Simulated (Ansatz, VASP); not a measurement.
HfO2: VASP beside Ansatz

```
Hf O
1.0
     3.78452    0.00000    0.00000
     0.00000    3.78452    0.00000
     0.00000    0.00000    5.13237
Hf O
2 4
Direct
  0.50000 0.50000 0.50000
  0.00000 0.00000 0.00000
  0.00000 0.50000 0.69325
  0.50000 0.00000 0.80675
  0.50000 0.00000 0.30675
  0.00000 0.50000 0.19325
```

Change from the starting cell: strain +0.050 along x and y, -0.025 along z, atoms carried along.

Alike in both runs: task single point; functional PBE; k mesh 6 × 6 × 4; occupations gaussian, width 0.05 eV; no spin polarisation.

|  | VASP | Ansatz |
| --- | --- | --- |
| version | VASP 6.6.1 | Ansatz 0.2.0 |
| potentials or method | VASP PAW PBE potentials, release 64 (Hf_pv, O), cutoff 520 eV | scalar-relativistic, plane waves, PAW |
| valence electrons in the cell | 44 | 76 |

Ansatz gave:

- gap on the k mesh at the Fermi level (eV): 3.64
- least direct gap on the mesh (eV): 3.68
- pressure (GPa): -15.9
- traceless stress, the component that is largest in VASP (GPa): 16.52
- rms of the force components (eV/Å): 0.055

Problem. What did VASP give for the same quantities?

Solution. gap on the k mesh at the Fermi level (eV): 3.59; least direct gap on the mesh (eV): 3.63; pressure (GPa): -18.5; traceless stress, the component that is largest in VASP (GPa): 16.88; rms of the force components (eV/Å): 0.077.

Atom by atom the forces differ by 0.021 eV/Å (rms over components). The functional is the same, so the differences come from potentials, cutoffs and numerics. VASP's potentials hold 44 valence electrons a cell and Ansatz's 76, so a difference there can come from the potentials and not from the codes.

Spin-orbit coupling is off throughout.
